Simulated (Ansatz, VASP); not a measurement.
ReS in VASP and in Ansatz

POSCAR

```
ReS
1.0
    3.0743296585      0.0000000000      0.0000000000
    0.0000000000      3.0743296585      0.0000000000
    0.0000000000      0.0000000000      3.0743296585
Re S
1 1
Direct
    0.0000000000      0.0000000000      0.0000000000
    0.5000000000      0.5000000000      0.5000000000
```

INCAR.step1

```
SYSTEM = ReS
  ALGO = Normal
  EDIFF = 1E-4
  ENCUT = 520
  GGA = PE
  ISMEAR = 0
  LASPH = .TRUE.
  LCHARG = .FALSE.
  LREAL = .FALSE.
  LWAVE = .TRUE.
  NBANDS = 14
  NELM = 100
  PREC = Accurate
  SIGMA = 0.1
```

The input INCAR.step2:

```
SYSTEM = ReS
  ALGO = Normal
  EDIFF = 1E-6
  ENCUT = 520
  ISIF = 2
  ISMEAR = 0
  ISTART = 1
  LASPH = .TRUE.
  LCHARG = .FALSE.
  LMIXTAU = .TRUE.
  LREAL = .FALSE.
  LWAVE = .FALSE.
  METAGGA = R2SCAN
  NBANDS = 14
  NELM = 100
  PREC = Accurate
  SIGMA = 0.1
```

KPOINTS

```
k-points
0
G
  14 14 14
  0 0 0
```

Input for Ansatz:

```yaml
crystal:
  lattice:
    - [3.0743296585, 0.0, 0.0]
    - [0.0, 3.0743296585, 0.0]
    - [0.0, 0.0, 3.0743296585]
  atoms:
    - { symbol: Re, position: [0.0, 0.0, 0.0] }
    - { symbol: S, position: [0.5, 0.5, 0.5] }
basis:
  ecutwfc: 500
kpoints:
  mp_grid: { grid: [14, 14, 14] }
hamiltonian:
  xc: r2scan
scf:
  occupations: { method: gaussian, width: 0.1 }
output:
  forces: true
  stress: true
  eigenvalues: true
```

Alike in both runs: task single point; functional r2SCAN; k mesh 14 × 14 × 14; occupations gaussian, width 0.1 eV; no spin polarisation.

|  | VASP | Ansatz |
| --- | --- | --- |
| version | VASP 6.6.1 | Ansatz 0.2.0 |
| potentials or method | VASP PAW PBE potentials, release 64 (Re, S), cutoff 520 eV | scalar-relativistic, plane waves, PAW |
| valence electrons in the cell | 13 | 21 |

Ansatz gave:

| Quantity | Value |
| --- | --- |
| gap on the k mesh at the Fermi level (eV) | none |
| pressure (GPa) | -23.2 |

Problem. Which values does VASP return?

Solution. gap on the k mesh at the Fermi level (eV): none; pressure (GPa): -22.8.

VASP's potentials were made for PBE, not for r2SCAN. A gap of «none» marks a metal or a gap that the smearing closes. With one functional, cell and mesh, what is left measures potentials, basis and numerics. VASP's potentials hold 13 valence electrons a cell and Ansatz's 21, so a difference there can come from the potentials and not from the codes.

Neither program's run includes spin-orbit coupling.
